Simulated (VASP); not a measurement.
Runs of VASP 6.6.1 on Br. The structure is that of space group I4/mmm (No. 139), or close to it. The cells are those of the table. 

```csv
cell,gap on the mesh (eV),pressure (GPa)
"a = 3.646 Å, angles 134.1, 134.1, 66.9°, 1 atom",none,(b)
"a = 3.628 Å, angles 134.7, 134.7, 66.0°, 1 atom",none,4.6
"a = 3.609 Å, angles 135.2, 135.2, 65.2°, 1 atom",none,7.5
"a = 3.772 Å, angles 136.5, 136.5, 63.2°, 1 atom",none,3.2
"a = 3.754 Å, angles 137.1, 137.1, 62.4°, 1 atom",none,6.0
"a = 3.885 Å, angles 139.3, 139.3, 58.9°, 1 atom",none,8.3
"a = 3.737 Å, angles 137.6, 137.6, 61.5°, 1 atom",none,(a)
"a = 3.592 Å, angles 135.8, 135.8, 64.3°, 1 atom",none,11.2
```

Alike in all rows: task single point; level PBE+D3(BJ); potentials or basis VASP PAW PBE potentials, release 64 (Br); no spin polarisation; k mesh 22 × 22 × 22; cutoff (eV) 520; smearing gaussian 0.15 eV.

Question: Estimate the missing entries.

Answer: (a) 9.4; (b) 2.2.

Caveats: an odd number of electrons without spin polarisation forces a metal; a magnetic or distorted state may lie lower; the cell stands under pressure (at least some runs).

A k mesh can miss the band edges, and the runs leave out spin-orbit coupling on Br.

A gap of «none» marks levels without a gap at the run's occupations.
